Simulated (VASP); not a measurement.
# Ta4N3 (I4/mmm) in VASP: a series of runs

Ta4N3 is run at these levels: PBEsol; tasks: single point, relaxation of shape and atoms at fixed volume.

Program: VASP 6.6.1. These are calculated values, not measurements. Logs are shortened: lines on timing, memory, paths and dates and some standing lists are left out, and cuts for length are marked.

**1. The cell of the first run**

It takes space group I4/mmm (No. 139, tetragonal). Conventional cell: a = 4.499 Å, b = 4.499 Å, c = 8.816 Å, α = 90.00°, β = 90.00°, γ = 90.00°. Ta (site symmetry mmm) has 4 N at 2.20 to 2.25 Å within 2.9 Å. Ta (site symmetry 4mm) has 5 N at 2.25 to 2.29 Å and 12 Ta at 3.09 to 3.21 Å within 3.3 Å. Within 2.9 Å of N (site symmetry -4m2) lie 6 Ta at 2.20 to 2.25 Å. Within 3.0 Å of N (site symmetry 4/mmm) lie 6 Ta at 2.25 to 2.29 Å.

**2. Single point, PBEsol (12.75 Å³/atom)**

INCAR reads:

```
SYSTEM = Ta4N3
PREC = Accurate ; ENCUT = 520
EDIFF = 1E-6 ; ISMEAR = 0
SIGMA = 0.1 ; LREAL = .False.
LASPH = .True. ; NELM = 100
ALGO = Normal ; ISIF = 2
LWAVE = .False. ; LCHARG = .True.
GGA = PS ; LELF = .True.
LVHAR = .True. ; NBANDS = 38
```

KPOINTS reads:

```
Automatic mesh
0
Gamma
  12 12 12
  0 0 0
```

POSCAR reads:

```
Ta4N3
1.0
   -2.2495742108      2.2495742108      4.4079424167
    2.2495742108     -2.2495742108      4.4079424167
    2.2495742108      2.2495742108     -4.4079424167
Ta N
4 3
Direct
    0.0000000000      0.5000000000      0.5000000000
    0.2591960549      0.2591960549      0.0000000000
    0.5000000000      0.0000000000      0.5000000000
    0.7408039451      0.7408039451      0.0000000000
    0.7500000000      0.2500000000      0.5000000000
    0.0000000000      0.0000000000      0.0000000000
    0.2500000000      0.7500000000      0.5000000000
```

Potentials or basis: VASP PAW PBE potentials, release 64 (Ta_pv, N).

Started as:

```
$ cat potpaw_PBE.64/Ta_pv/POTCAR potpaw_PBE.64/N/POTCAR > POTCAR
$ mpirun -np 1 vasp_std > vasp.out
```

OUTCAR:

```text
SYSTEM = Ta4N3
   PREC = Accurate
   ENCUT = 520
   EDIFF = 1E-6
   ISMEAR = 0
   LREAL = .False.
   LASPH = .True.
   NELM = 100
   ISIF = 2
   GGA = PS

 ion  position               nearest neighbor table
   1  0.000  0.500  0.500-   5 2.20   7 2.20   6 2.25   6 2.25   4 3.09   4 3.09   2 3.09   2 3.09
                             3 3.18   3 3.18   3 3.18   3 3.18   2 3.21   4 3.21   2 3.21   4 3.21
   2  0.259  0.259  0.000-   5 2.25   7 2.25   7 2.25   5 2.25   6 2.29   1 3.09   3 3.09   3 3.09
                             1 3.09   4 3.19   4 3.19   4 3.19   4 3.19   3 3.21   3 3.21   1 3.21
   3  0.500  0.000  0.500-   5 2.20   7 2.20   6 2.25   6 2.25   4 3.09   4 3.09   2 3.09   2 3.09
                             1 3.18   1 3.18   1 3.18   1 3.18   4 3.21   4 3.21   2 3.21   2 3.21
   4  0.741  0.741  0.000-   7 2.25   5 2.25   5 2.25   7 2.25   6 2.29   3 3.09   1 3.09   3 3.09
                             1 3.09   2 3.19   2 3.19   2 3.19   2 3.19   3 3.21   1 3.21   1 3.21
   5  0.750  0.250  0.500-   1 2.20   3 2.20   2 2.25   4 2.25   2 2.25   4 2.25
   6  0.000  0.000  0.000-   1 2.25   3 2.25   1 2.25   3 2.25   2 2.29   4 2.29
   7  0.250  0.750  0.500-   1 2.20   3 2.20   2 2.25   4 2.25   2 2.25   4 2.25

  LATTYP: Found a body centered tetragonal cell.
 ALAT       =     4.4991484216
 C/A-ratio  =     1.9594563254

  Lattice vectors:

 A1 = (  -2.2495742108,   2.2495742108,   4.4079424167)
 A2 = (   2.2495742108,  -2.2495742108,   4.4079424167)
 A3 = (   2.2495742108,   2.2495742108,  -4.4079424167)

Analysis of symmetry for initial positions (statically):
=====================================================================
 Subroutine PRICEL returns:
 Original cell was already a primitive cell.

 Routine SETGRP: Setting up the symmetry group for a
 body centered tetragonal supercell.

 Subroutine GETGRP returns: Found 16 space group operations
 (whereof 16 operations were pure point group operations)
 out of a pool of 16 trial point group operations.

The static configuration has the point symmetry D_4h.

Analysis of symmetry for dynamics (positions and initial velocities):
=====================================================================
 Subroutine PRICEL returns:
 Original cell was already a primitive cell.

 Routine SETGRP: Setting up the symmetry group for a
 body centered tetragonal supercell.

 Subroutine GETGRP returns: Found 16 space group operations
 (whereof 16 operations were pure point group operations)
 out of a pool of 16 trial point group operations.

The dynamic configuration has the point symmetry D_4h.
[... 114 lines left out ...]
   NFREE  =      0    steps in history (QN), initial steepest desc. (CG)
   ISIF   =      2    stress and relaxation
   ISYM   =      2    0-nonsym 1-usesym 2-fastsym
   POTIM  = 0.5000    time-step for ionic-motion
   TEBEG  =    0.0;   TEEND  =   0.0 temperature during run
   PSTRESS=    0.0 pullay stress
   NELECT =      59.0000    total number of electrons
   NUPDOWN=      -1.0000    fix difference up-down
   EMIN   =  10.00;   EMAX   =-10.00  energy-range for DOS
   EFERMI =   0.00;   METHOD = LEGACY
   ISMEAR =     0;   SIGMA  =   0.10  broadening in eV -4-tet -1-fermi 0-gaus
   EFERMI_NEDOS =   21; number of points for ismear=-14 and -15
   IALGO  =     38    algorithm
   IMIX   =      4    mixing-type and parameters
     AMIX     =   0.40;   BMIX     =  1.00
     AMIX_MAG =   1.60;   BMIX_MAG =  1.00
  volume/ion in A,a.u.               =      12.75        86.02
  Fermi-wavevector in a.u.,A,eV,Ry     =   1.426242  2.695207 27.676524  2.034167
  Thomas-Fermi vector in A             =   2.546540
   LORBIT       =      0    0 simple, 1 ext, 2 COOP (PROOUT), +10 PAW based schemes
   GGA     = PS    functional components
   LHFCALC =     F    Hartree Fock is set to
   AEXX    =    0.0000 exact exchange contribution
   IVDW    =     0    specifies the selected vdW correction
   LEPSILON=     F    determine dielectric tensor
   LRPA    =     F    only Hartree local field effects (RPA)
 non-spin polarized calculation
 Gauss-broadening in eV      SIGMA  =   0.10
  energy-cutoff  :      520.00
  volume of cell :       89.23
 maximum number of plane-waves:      2436
   NGX = 21   NGY = 21   NGZ = 21

 number of electron      59.0000002 magnetization

 Free energy of the ion-electron system (eV)
  ---------------------------------------------------
  ext. energy  EPLUGINS =         0.00000000
  ---------------------------------------------------
  free energy    TOTEN  =       -82.96099641 eV

  energy without entropy =      -82.94800928  energy(sigma->0) =      -82.95450285

 E-fermi :   7.3112     XC(G=0): -12.9276

 val. band max:        7.3074948097   @ k =  -0.2500   0.2500   0.1667
 cond. band min:       7.3242624385   @ k =   0.1667   0.1667   0.1667
 fundamental gap:      0.0167676288
 Fermi energy:         7.3111506758

 k-point     1 :       0.0000    0.0000    0.0000
  band No.  band energies     occupation
      1     -28.4823      2.00000
      2     -28.4823      2.00000
      3     -28.3385      2.00000
      4     -28.2249      2.00000
      5     -28.2249      2.00000
      6     -28.0691      2.00000
[... 973 lines left out ...]
     37       9.9300      0.00000
     38      10.7997      0.00000

 [... further k-points ...]

------------------------ aborting loop because EDIFF is reached ----------------------------------------

  FORCE on cell =-STRESS in cart. coord.  units (eV):
  Direction    XX          YY          ZZ          XY          YZ          ZX
  --------------------------------------------------------------------------------------
  -------------------------------------------------------------------------------------
  Total      -14.1260833    -14.1260833    -14.0467241      0.0000000      0.0000000     -0.0000000
  in kB     -253.6505402   -253.6505402   -252.2255525      0.0000000      0.0000000     -0.0000000
  external PRESSURE =    -253.1755443 kB  Pullay stress =       0.0000000 kB

 VOLUME and BASIS-vectors are now :
 -----------------------------------------------------------------------------
  energy-cutoff  :      520.00
  volume of cell :       89.23
      direct lattice vectors                 reciprocal lattice vectors
    -2.249574211  2.249574211  4.407942417     0.000000000  0.222264283  0.113431609
     2.249574211 -2.249574211  4.407942417     0.222264283  0.000000000  0.113431609
     2.249574211  2.249574211 -4.407942417     0.222264283  0.222264283  0.000000000

 POSITION                                       TOTAL-FORCE (eV/Angst)
 -----------------------------------------------------------------------------------
      2.24957      0.00000      0.00000        -0.000000     -0.000000     -0.000000
      0.00000      0.00000      2.28504         0.000000      0.000000      0.023798
      0.00000      2.24957      0.00000        -0.000000     -0.000000     -0.000000
      0.00000      0.00000      6.53084         0.000000      0.000000     -0.023798
      0.00000      2.24957      2.20397        -0.000000     -0.000000      0.000000
      0.00000      0.00000      0.00000        -0.000000     -0.000000     -0.000000
      2.24957      0.00000      2.20397        -0.000000     -0.000000     -0.000000
 -----------------------------------------------------------------------------------
    total drift:                                0.000000     -0.000000     -0.000000

  FREE ENERGIE OF THE ION-ELECTRON SYSTEM (eV)
  ---------------------------------------------------
  free  energy   TOTEN  =       -82.9609964122 eV

  energy  without entropy=      -82.9480092797  energy(sigma->0) =      -82.95450285
```

It took 16 min on 1 thread of Intel Xeon 8259CL, shared host; peak memory 0.54 GiB.

Results:

| Quantity | Value |
| --- | --- |
| Free energy | -82.9610 eV |
| Pressure | -25.3 GPa |
| Largest force | 0.024 eV/Å |
| Band gap on the k mesh | zero (an odd number of electrons rules out a gap without spin polarisation) |

Forces on the atoms (eV/Å):
```
Ta   0.000  0.000  0.000
Ta   0.000  0.000  0.024
Ta   0.000  0.000  0.000
Ta   0.000  0.000 -0.024
N    0.000  0.000  0.000
N    0.000  0.000  0.000
N    0.000  0.000  0.000
```

Caveat: the cell stands under tension; the PAW data sets were made with another functional, which shifts forces and pressure a little; spin-orbit coupling is left out, which moves the levels of the heavy elements.

**3. Relaxation of shape and atoms at fixed volume, PBEsol (10.20 Å³/atom)**

This run uses another cell than the first one, of 10.20 Å³/atom.

INCAR reads:

```
ALGO     = Fast           # electronic algorithm
EDIFF    = 1E-6           # SCF threshold, eV
EDIFFG   = -0.01          # ionic threshold
ENCUT    = 600            # plane-wave cutoff, eV
GGA      = PS             # functional
IBRION   = 2              # ionic algorithm
ISIF     = 4              # what is computed and relaxed
ISMEAR   = 0              # smearing method
LASPH    = T              # aspherical terms in the spheres
LCHARG   = F              # write CHGCAR
LREAL    = F              # projectors in reciprocal space
LWAVE    = F              # write WAVECAR
NELM     = 60             # most SCF steps
NSW      = 50             # ionic steps
PREC     = Accurate       # precision mode
SIGMA    = 0.1            # smearing width, eV
```

KPOINTS reads:

```
k-points
0
Gamma
  12 12 12
```

POSCAR reads:

```
Ta4N3
1.0
   -2.0876200911      2.0876200911      4.0947143740
    2.0876200911     -2.0876200911      4.0947143740
    2.0876200911      2.0876200911     -4.0947143740
Ta N
4 3
Direct
    0.0000000000      0.5000000000      0.5000000000
    0.2619411315      0.2619411315      0.0000000000
    0.5000000000      0.0000000000      0.5000000000
    0.7380588685      0.7380588685      0.0000000000
    0.7500000000      0.2500000000      0.5000000000
    0.0000000000      0.0000000000      0.0000000000
    0.2500000000      0.7500000000      0.5000000000
```

Potentials or basis: VASP PAW PBE potentials, release 64 (Ta_pv, N).

Started as:

```
$ cat potpaw_PBE.64/Ta_pv/POTCAR potpaw_PBE.64/N/POTCAR > POTCAR
$ mpirun -np 1 vasp_std > vasp.out
```

Run time: 37 min. Hardware: 1 thread of Oxide Virtual Turin-like, shared host; peak memory 0.5 GiB.

Results (log left out):

```
Free energy                  : -82.0535 eV
Energy gained by relaxing    : 0.1 meV/atom
Ionic steps                  : 5
Pressure after relaxing      : 57.4 GPa
Largest force after relaxing : 0.005 eV/Å
Band gap on the k mesh       : zero (an odd number of electrons rules out a gap without spin polarisation)
```

Forces in eV/Å, atoms in the order of the input:
```
Ta   0.000  0.000  0.000
Ta   0.000  0.000  0.005
Ta   0.000  0.000  0.000
Ta   0.000  0.000 -0.005
N    0.000  0.000  0.000
N    0.000  0.000  0.000
N    0.000  0.000  0.000
```

Step by step:
```tsv
step	energy change (eV)	largest force (eV/Å)	pressure (GPa)	volume (Å³)
1	0.0000	0.0988	57.48	71.38
2	-0.0006	0.0186	57.43	71.38
3	-0.0006	0.0059	57.43	71.38
4	-0.0005	0.0022	57.42	71.38
5	-0.0006	0.0055	57.43	71.38
```

Final structure:
```
CELL_PARAMETERS angstrom
-2.08778 2.08778 4.09408
2.08778 -2.08778 4.09408
2.08778 2.08778 -4.09408
ATOMIC_POSITIONS crystal
Ta 0.00000 0.50000 0.50000
Ta 0.26268 0.26268 0.00000
Ta 0.50000 0.00000 0.50000
Ta 0.73732 0.73732 0.00000
N 0.75000 0.25000 0.50000
N 0.00000 0.00000 0.00000
N 0.25000 0.75000 0.50000
```

Levels at points of the mesh, in eV from the Fermi level:
| k point | band 27 | band 28 | band 29 | band 30 | band 31 | band 32 | band 33 | band 34 |
| --- | --- | --- | --- | --- | --- | --- | --- | --- |
| (0.00, 0.00, 0.00) | -1.48 | -1.48 | -1.14 | -0.68 | -0.68 | 1.09 | 1.11 | 1.11 |
| (0.50, 0.00, 0.00) | -1.88 | -1.45 | -0.43 | -0.09 | 0.74 | 1.33 | 1.59 | 2.99 |
| (0.50, 0.50, 0.00) | -1.84 | -1.49 | 1.48 | 1.54 | 1.61 | 2.78 | 2.86 | 3.29 |
| (0.50, 0.50, 0.50) | -4.10 | -4.10 | -3.37 | 1.10 | 1.10 | 1.85 | 2.96 | 3.35 |

Caveat: the PAW data sets were made with another functional, which shifts forces and pressure a little; spin-orbit coupling is left out, which moves the levels of the heavy elements.
